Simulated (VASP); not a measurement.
**Na: single point with revPBE**

Crystal: Na.

```
Na
1.0
     3.72056    0.00000    0.00000
    -1.86028    3.22210    0.00000
     0.00000    0.00000   12.09622
Na
4
Direct
  0.00000 0.00000 0.00000
  0.00000 0.00000 0.50000
  0.33333 0.66667 0.25000
  0.66667 0.33333 0.75000
```

This cell differs from its parent crystal: volume scaled by 0.92.

```
Program                : VASP 6.6.1
Task                   : single point
Functional             : revPBE
Potentials or basis    : VASP PAW PBE potentials, release 64 (Na_pv)
Cutoff                 : 520 eV
k mesh                 : 11 × 11 × 3
Occupations            : fermi-dirac, width 0.1 eV
Spin                   : no spin polarisation
Dipole correction      : no
Further INCAR settings : ALGO = Normal; EDIFF = 1e-06; NBANDS = 22
```

| Item | Value |
| --- | --- |
| Pressure | 0.7 GPa |
| Band gap on the k mesh | zero (band 14 reaches 1.68 eV, above the bottom of band 15 at -1.77 eV) |

Stress tensor (GPa, compression positive):
```
0.64 0.00 0.00
0.00 0.64 0.00
0.00 0.00 0.85
```

Levels at points of the mesh, in eV from the Fermi level:
```csv
k point,band 12,band 13,band 14,band 15,band 16,band 17,band 18,band 19
"(0.00, 0.00, 0.00)",-24.91,-3.34,-2.28,-2.28,0.54,1.03,5.64,5.64
```

It took 110 s on 1 thread of AMD EPYC 7R13, with other jobs on the host, peak memory 0.24 GiB.

Caveat: the PAW data sets were made with another functional, which shifts forces and pressure a little.
